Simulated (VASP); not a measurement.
# YTe (Fm-3m) in VASP: further runs

Runs on YTe. Level: LDA. Tasks: single point, relaxation of cell and atoms.

Program: VASP 6.6.1. These are calculated values, not measurements. Logs are shortened: lines on timing, memory, paths and dates and some standing lists are left out, and cuts for length are marked.

**1. The cell of the first run**

The structure is cubic, space group Fm-3m (No. 225). Conventional cell: a = 6.029 Å, b = 6.029 Å, c = 6.029 Å, α = 90.00°, β = 90.00°, γ = 90.00°. Y (site symmetry m-3m) has 6 Te at 3.01 Å within 4.0 Å. Within 4.0 Å of Te (site symmetry m-3m) lie 6 Y at 3.01 Å.

**2. Single point, LDA**

File INCAR:

```
SYSTEM = YTe
  PREC = Accurate
  ENCUT = 500
  EDIFF = 1E-6
  ISMEAR = -1
  SIGMA = 0.05
  LREAL = .FALSE.
  LASPH = .TRUE.
  NELM = 120
  ALGO = Normal
  ISIF = 2
  LWAVE = .FALSE.
  LCHARG = .TRUE.
  GGA = CA
  LELF = .TRUE.
  LVHAR = .TRUE.
  NBANDS = 16
  GGA_COMPAT = .FALSE.
```

File KPOINTS:

```
regular mesh
0
G
  6 6 6
  0 0 0
```

File POSCAR:

```
YTe
1.0
    0.0000000000      3.0146314791      3.0146314791
    3.0146314791      0.0000000000      3.0146314791
    3.0146314791      3.0146314791      0.0000000000
Y Te
1 1
Direct
    0.5000000000      0.5000000000      0.5000000000
    0.0000000000      0.0000000000      0.0000000000
```

Potentials or basis: VASP PAW LDA potentials, release 64 (Y_sv, Te).

Started as:

```
$ cat potpaw_LDA.64/Y_sv/POTCAR potpaw_LDA.64/Te/POTCAR > POTCAR
$ mpirun -np 1 vasp_std > vasp.out
```

OUTCAR:

```text
SYSTEM = YTe
   PREC = Accurate
   ENCUT = 500
   EDIFF = 1E-6
   ISMEAR = -1
   LREAL = .FALSE.
   LASPH = .TRUE.
   NELM = 120
   ISIF = 2
   GGA = CA

 ion  position               nearest neighbor table
   1  0.500  0.500  0.500-   2 3.01   2 3.01   2 3.01   2 3.01   2 3.01   2 3.01
   2  0.000  0.000  0.000-   1 3.01   1 3.01   1 3.01   1 3.01   1 3.01   1 3.01

  LATTYP: Found a face centered cubic cell.
 ALAT       =     6.0292629582

  Lattice vectors:

 A1 = (   0.0000000000,   3.0146314791,   3.0146314791)
 A2 = (   3.0146314791,   0.0000000000,   3.0146314791)
 A3 = (   3.0146314791,   3.0146314791,   0.0000000000)

Analysis of symmetry for initial positions (statically):
=====================================================================
 Subroutine PRICEL returns:
 Original cell was already a primitive cell.

 Routine SETGRP: Setting up the symmetry group for a
 face centered cubic supercell.

 Subroutine GETGRP returns: Found 48 space group operations
 (whereof 48 operations were pure point group operations)
 out of a pool of 48 trial point group operations.

The static configuration has the point symmetry O_h .

Analysis of symmetry for dynamics (positions and initial velocities):
=====================================================================
 Subroutine PRICEL returns:
 Original cell was already a primitive cell.

 Routine SETGRP: Setting up the symmetry group for a
 face centered cubic supercell.

 Subroutine GETGRP returns: Found 48 space group operations
 (whereof 48 operations were pure point group operations)
 out of a pool of 48 trial point group operations.

The dynamic configuration has the point symmetry O_h .

 Subroutine INISYM returns: Found 48 space group operations
 (whereof 48 operations are pure point group operations),
 and found     1 'primitive' translations

----------------------------------------------------------------------------------------

                                     Primitive cell

  volume of cell :      54.7940

  direct lattice vectors                    reciprocal lattice vectors
     0.000000000  3.014631479  3.014631479    -0.165857752  0.165857752  0.165857752
     3.014631479  0.000000000  3.014631479     0.165857752 -0.165857752  0.165857752
     3.014631479  3.014631479  0.000000000     0.165857752  0.165857752 -0.165857752

  length of vectors
     4.263332723  4.263332723  4.263332723     0.287274053  0.287274053  0.287274053

  position of ions in fractional coordinates (direct lattice)
     0.500000000  0.500000000  0.500000000
     0.000000000  0.000000000  0.000000000

  ion indices of the primitive-cell ions
   primitive index   ion index
                 1           1
                 2           2

----------------------------------------------------------------------------------------

 KPOINTS: regular mesh

Automatic generation of k-mesh.
 Grid dimensions read from file:
 generate k-points for:    6    6    6

 Generating k-lattice:

  Cartesian coordinates                     Fractional coordinates (reciprocal lattice)
    -0.027642959  0.027642959  0.027642959     0.166666667  0.000000000  0.000000000
     0.027642959 -0.027642959  0.027642959     0.000000000  0.166666667  0.000000000
     0.027642959  0.027642959 -0.027642959     0.000000000  0.000000000  0.166666667

  Length of vectors
     0.047879009  0.047879009  0.047879009

  Shift w.r.t. Gamma in fractional coordinates (k-lattice)
     0.000000000  0.000000000  0.000000000

 Subroutine IBZKPT returns following result:
 ===========================================

 Found     16 irreducible k-points:

 Following reciprocal coordinates:
            Coordinates               Weight
  0.000000  0.000000  0.000000      1.000000
  0.166667  0.000000  0.000000      8.000000
  0.333333  0.000000  0.000000      8.000000
  0.500000  0.000000  0.000000      4.000000
  0.166667  0.166667  0.000000      6.000000
  0.333333  0.166667  0.000000     24.000000
[... 8 lines left out ...]
 -0.333333  0.333333  0.166667     24.000000
 -0.333333  0.500000  0.166667     12.000000
   k-points           NKPTS =     16   k-points in BZ     NKDIM =     16   number of bands    NBANDS=     16
   number of dos      NEDOS =    301   number of ions     NIONS =      2
   total plane-waves  NPLWV =  32768
   dimension x,y,z NGX =    32 NGY =   32 NGZ =   32
   dimension x,y,z NGXF=    64 NGYF=   64 NGZF=   64
   ions per type =               1   1
   NGX,Y,Z   is equivalent  to a cutoff of  12.48, 12.48, 12.48 a.u.
   NGXF,Y,Z  is equivalent  to a cutoff of  24.96, 24.96, 24.96 a.u.
 SYSTEM =  YTe
   PREC   = accura    normal or accurate (medium, high low for compatibility)
   ISTART =      0    job   : 0-new  1-cont  2-samecut
   ICHARG =      2    charge: 1-file 2-atom 10-const
   ISPIN  =      1    spin polarized calculation?
   LNONCOLLINEAR =      F non collinear calculations
   LSORBIT =      F    spin-orbit coupling
   LASPH  =      T    aspherical Exc in radial PAW
   ENCUT  =  500.0 eV  36.75 Ry    6.06 a.u.   7.77  7.77  7.77*2*pi/ulx,y,z
   NELM   =    120;   NELMIN=  2; NELMDL= -5     # of ELM steps
   EDIFF  = 0.1E-05   stopping-criterion for ELM
   LREAL  =      F    real-space projection
   EDIFFG = 0.1E-04   stopping-criterion for IOM
   NSW    =      0    number of steps for IOM
   IBRION =     -1    ionic relax: 0-MD 1-quasi-New 2-CG
   NFREE  =      0    steps in history (QN), initial steepest desc. (CG)
   ISIF   =      2    stress and relaxation
   ISYM   =      2    0-nonsym 1-usesym 2-fastsym
   POTIM  = 0.5000    time-step for ionic-motion
   TEBEG  =    0.0;   TEEND  =   0.0 temperature during run
   PSTRESS=    0.0 pullay stress
   NELECT =      17.0000    total number of electrons
   NUPDOWN=      -1.0000    fix difference up-down
   EMIN   =  10.00;   EMAX   =-10.00  energy-range for DOS
   EFERMI =   0.00;   METHOD = LEGACY
   ISMEAR =    -1;   SIGMA  =   0.05  broadening in eV -4-tet -1-fermi 0-gaus
   EFERMI_NEDOS =   21; number of points for ismear=-14 and -15
   IALGO  =     38    algorithm
   IMIX   =      4    mixing-type and parameters
     AMIX     =   0.40;   BMIX     =  1.00
     AMIX_MAG =   1.60;   BMIX_MAG =  1.00
  volume/ion in A,a.u.               =      27.40       184.88
  Fermi-wavevector in a.u.,A,eV,Ry     =   1.108273  2.094333 16.711627  1.228270
  Thomas-Fermi vector in A             =   2.244798
   LORBIT       =      0    0 simple, 1 ext, 2 COOP (PROOUT), +10 PAW based schemes
   GGA     = CA    functional components
   LHFCALC =     F    Hartree Fock is set to
   AEXX    =    0.0000 exact exchange contribution
   IVDW    =     0    specifies the selected vdW correction
   LEPSILON=     F    determine dielectric tensor
   LRPA    =     F    only Hartree local field effects (RPA)
 non-spin polarized calculation
  energy-cutoff  :      500.00
  volume of cell :       54.79
 maximum number of plane-waves:      1411
   NGX = 15   NGY = 15   NGZ = 15

 number of electron      17.0000001 magnetization

 Free energy of the ion-electron system (eV)
  ---------------------------------------------------
  ext. energy  EPLUGINS =         0.00000000
  ---------------------------------------------------
  free energy    TOTEN  =       -13.59430331 eV

  energy without entropy =      -13.58583608  energy(sigma->0) =      -13.59006969

 E-fermi :   7.1622     XC(G=0): -10.2610

 val. band max:        6.9964509468   @ k =   0.5000   0.3333   0.1667
 cond. band min:       7.1678708899   @ k =   0.1667   0.0000   0.0000
 fundamental gap:      0.1714199431
 Fermi energy:         7.1621593491

 k-point     1 :       0.0000    0.0000    0.0000
  band No.  band energies     occupation
      1     -36.2904      2.00000
      2     -16.4224      2.00000
      3     -16.4224      2.00000
      4     -16.4224      2.00000
      5      -6.2249      2.00000
      6       5.0144      2.00000
[... 8 lines left out ...]
     15      12.4368      0.00000
     16      17.7769      0.00000

 k-point     2 :       0.1667    0.0000    0.0000
  band No.  band energies     occupation
      1     -36.2883      2.00000
      2     -16.4661      2.00000
      3     -16.4240      2.00000
      4     -16.4240      2.00000
      5      -5.9628      2.00000
      6       3.4149      2.00000
[... 8 lines left out ...]
     15      13.2720      0.00000
     16      15.3316      0.00000

 k-point     3 :       0.3333    0.0000    0.0000
  band No.  band energies     occupation
      1     -36.2841      2.00000
      2     -16.5511      2.00000
      3     -16.4271      2.00000
      4     -16.4271      2.00000
      5      -5.3566      2.00000
      6       1.5050      2.00000
[... 8 lines left out ...]
     15      13.6270      0.00000
     16      13.6270      0.00000

 k-point     4 :       0.5000    0.0000    0.0000
  band No.  band energies     occupation
      1     -36.2819      2.00000
      2     -16.5925      2.00000
      3     -16.4286      2.00000
      4     -16.4286      2.00000
      5      -4.9879      2.00000
      6       0.6928      2.00000
[... 8 lines left out ...]
     15      12.7859      0.00000
     16      12.7859      0.00000
[... 172 lines left out ...]
 k-point    14 :       0.5000    0.3333    0.1667
  band No.  band energies     occupation
      1     -36.2810      2.00000
      2     -16.5362      2.00000
      3     -16.4772      2.00000
      4     -16.4454      2.00000
      5      -5.2444      2.00000
      6       1.6346      2.00000
[... 8 lines left out ...]
     15      13.1578      0.00000
     16      13.8824      0.00000

 k-point    15 :      -0.3333    0.3333    0.1667
  band No.  band energies     occupation
      1     -36.2796      2.00000
      2     -16.5414      2.00000
      3     -16.4899      2.00000
      4     -16.4553      2.00000
      5      -5.1149      2.00000
      6       1.6688      2.00000
[... 8 lines left out ...]
     15      13.8802      0.00000
     16      14.3150      0.00000

 k-point    16 :      -0.3333    0.5000    0.1667
  band No.  band energies     occupation
      1     -36.2788      2.00000
      2     -16.5289      2.00000
      3     -16.4915      2.00000
      4     -16.4771      2.00000
      5      -5.2094      2.00000
      6       2.2057      2.00000
[... 8 lines left out ...]
     15      14.2083      0.00000
     16      14.8439      0.00000

------------------------ aborting loop because EDIFF is reached ----------------------------------------

  FORCE on cell =-STRESS in cart. coord.  units (eV):
  Direction    XX          YY          ZZ          XY          YZ          ZX
  --------------------------------------------------------------------------------------
  -------------------------------------------------------------------------------------
  Total        0.0400456      0.0400456      0.0400456     -0.0000000      0.0000000      0.0000000
  in kB        1.1709335      1.1709335      1.1709335     -0.0000000      0.0000000      0.0000000
  external PRESSURE =       1.1709335 kB  Pullay stress =       0.0000000 kB

 VOLUME and BASIS-vectors are now :
 -----------------------------------------------------------------------------
  energy-cutoff  :      500.00
  volume of cell :       54.79
      direct lattice vectors                 reciprocal lattice vectors
     0.000000000  3.014631479  3.014631479    -0.165857752  0.165857752  0.165857752
     3.014631479  0.000000000  3.014631479     0.165857752 -0.165857752  0.165857752
     3.014631479  3.014631479  0.000000000     0.165857752  0.165857752 -0.165857752

 POSITION                                       TOTAL-FORCE (eV/Angst)
 -----------------------------------------------------------------------------------
      3.01463      3.01463      3.01463         0.000000      0.000000     -0.000000
      0.00000      0.00000      0.00000        -0.000000     -0.000000      0.000000
 -----------------------------------------------------------------------------------
    total drift:                                0.000000     -0.000000      0.000000

  FREE ENERGIE OF THE ION-ELECTRON SYSTEM (eV)
  ---------------------------------------------------
  free  energy   TOTEN  =       -13.5943033111 eV

  energy  without entropy=      -13.5858360761  energy(sigma->0) =      -13.59006969
```

It took 17 s on 1 thread of Intel Xeon Platinum 8375C at 2.90GHz (Ice Lake), shared host; peak memory 0.15 GiB.

Results:

- Free energy: -13.5943 eV
- Pressure: 0.1 GPa
- Band gap on the k mesh: zero (an odd number of electrons rules out a gap without spin polarisation)

Caveat: spin-orbit coupling is left out, which moves the levels of the heavy elements; an odd number of electrons without spin polarisation forces a metal; a magnetic or distorted state may lie lower.

**3. Relaxation of cell and atoms, LDA**

This run uses another cell than the first one, of 28.09 Å³/atom.

File INCAR:

```
PREC = Accurate
ENCUT = 500
EDIFF = 1E-7
ISMEAR = -1
SIGMA = 0.05
LREAL = F
LASPH = T
NELM = 120
ALGO = Normal
ISIF = 3
LWAVE = F
LCHARG = F
IBRION = 2
NSW = 60
EDIFFG = -0.03
GGA_COMPAT = F
NELMIN = 4
```

File KPOINTS:

```
regular mesh
0
Gamma
  6 6 6
```

File POSCAR:

```
YTe
1.0
    0.0000000000      3.0400000000      3.0400000000
    3.0400000000      0.0000000000      3.0400000000
    3.0400000000      3.0400000000      0.0000000000
Y Te
1 1
Direct
    0.5000000000      0.5000000000      0.5000000000
    0.0000000000      0.0000000000      0.0000000000
```

Potentials or basis: VASP PAW LDA potentials, release 64 (Y_sv, Te).

Started as:

```
$ cat potpaw_LDA.64/Y_sv/POTCAR potpaw_LDA.64/Te/POTCAR > POTCAR
$ mpirun -np 1 vasp_std > vasp.out
```

It took 33 s on 1 thread of Intel Xeon Platinum 8375C at 2.90GHz (Ice Lake), shared host; peak memory 0.15 GiB.

Results (log left out):

| Property | Result |
| --- | --- |
| Free energy | -13.5944 eV |
| Relaxed volume | 27.44 Å³/atom |
| Relaxed cell | a = 4.266 Å, b = 4.266 Å, c = 4.266 Å, α = 60.00°, β = 60.00°, γ = 60.00° |
| Space group after relaxing (to 0.1 Å) | Fm-3m (No. 225) |
| Energy gained by relaxing | 3.4 meV/atom |
| Ionic steps | 3 |
| Pressure after relaxing | 0.0 GPa |
| Band gap on the k mesh | zero (an odd number of electrons rules out a gap without spin polarisation) |

The path:
```tsv
step	energy change (eV)	largest force (eV/Å)	pressure (GPa)	volume (Å³)
1	0.0000	0.0000	-1.63	56.19
2	-0.0026	0.0000	1.39	53.90
3	-0.0068	0.0000	0.00	54.89
```

Final structure:
```xyz
2
Lattice="0.0000 3.0164 3.0164 3.0164 0.0000 3.0164 3.0164 3.0164 0.0000" Properties=species:S:1:pos:R:3 pbc="T T T"
Y     3.0164    3.0164    3.0164
Te    0.0000    0.0000    0.0000
```

Levels at points of the mesh, in eV from the Fermi level:
```csv
k point,band 5,band 6,band 7,band 8,band 9,band 10,band 11,band 12
"(0.00, 0.00, 0.00)",-13.38,-2.15,-2.15,-2.15,-0.33,-0.33,-0.33,0.32
"(0.50, 0.00, 0.00)",-12.15,-6.46,-4.23,-4.23,1.65,1.77,1.77,1.94
"(0.50, 0.50, 0.00)",-12.52,-5.15,-3.31,-3.31,-2.03,1.27,1.55,2.59
```

Caveat: spin-orbit coupling is left out, which moves the levels of the heavy elements; an odd number of electrons without spin polarisation forces a metal; a magnetic or distorted state may lie lower.

The gap in the log of VASP goes by the Fermi energy; the results here count the filled bands.